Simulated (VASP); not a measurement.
Crystal: Si3N4.

```
Si N
1.0
     0.00000    3.89462    3.89462
     3.89462    0.00000    3.89462
     3.89462    3.89462    0.00000
Si N
6 8
Direct
  0.12500 0.12500 0.62500
  0.12500 0.62500 0.12500
  0.62500 0.12500 0.12500
  0.12500 0.12500 0.12500
  0.75000 0.75000 0.75000
  0.50000 0.50000 0.50000
  0.36754 0.36754 0.36754
  0.35263 0.88246 0.88246
  0.88246 0.88246 0.35263
  0.88246 0.35263 0.88246
  0.36754 0.36754 0.89737
  0.36754 0.89737 0.36754
  0.88246 0.88246 0.88246
  0.89737 0.36754 0.36754
```

* Program: VASP 6.6.1
* Task: relaxation of cell and atoms
* Functional: r2SCAN
* Potentials or basis: VASP PAW PBE potentials, release 64 (Si, N)
* Cutoff: 600 eV
* k mesh: 6 × 6 × 6
* Occupations: gaussian, width 0.02 eV
* Spin: no spin polarisation

At the start: pressure -6.8 GPa; volume 8.44 Å³/atom.

Problem. How do energy, volume and symmetry change on relaxing?

Solution. Over 6 steps the energy falls by 3.9 meV/atom and the volume is 8.25 Å³/atom (-2.2 %); space group Fd-3m (No. 227, to 0.1 Å) before and after.

The path:
```tsv
step	energy change (eV)	largest force (eV/Å)	pressure (GPa)	volume (Å³)
1	0.0000	0.0450	-6.79	118.15
2	0.0585	0.2699	10.55	112.14
3	-0.0546	0.0781	-0.11	115.64
4	-0.0546	0.0806	0.03	115.59
5	-0.0545	0.0856	0.12	115.51
6	-0.0551	0.0024	0.07	115.55
```

Final structure:
```cif
data_structure
_symmetry_space_group_name_H-M 'P 1'
_symmetry_Int_Tables_number 1
_cell_length_a 5.4672
_cell_length_b 5.4672
_cell_length_c 5.4672
_cell_angle_alpha 60.000
_cell_angle_beta 60.000
_cell_angle_gamma 60.000
_cell_volume 115.55
loop_
_atom_site_label
_atom_site_type_symbol
_atom_site_fract_x
_atom_site_fract_y
_atom_site_fract_z
_atom_site_occupancy
Si1 Si 0.12500 0.12500 0.62500 1
Si2 Si 0.12500 0.62500 0.12500 1
Si3 Si 0.62500 0.12500 0.12500 1
Si4 Si 0.12500 0.12500 0.12500 1
Si5 Si 0.75000 0.75000 0.75000 1
Si6 Si 0.50000 0.50000 0.50000 1
N1 N 0.36760 0.36760 0.36760 1
N2 N 0.35279 0.88240 0.88240 1
N3 N 0.88240 0.88240 0.35279 1
N4 N 0.88240 0.35279 0.88240 1
N5 N 0.36760 0.36760 0.89721 1
N6 N 0.36760 0.89721 0.36760 1
N7 N 0.88240 0.88240 0.88240 1
N8 N 0.89721 0.36760 0.36760 1
```

Caveat: the PAW data sets were made with another functional, which shifts forces and pressure a little.
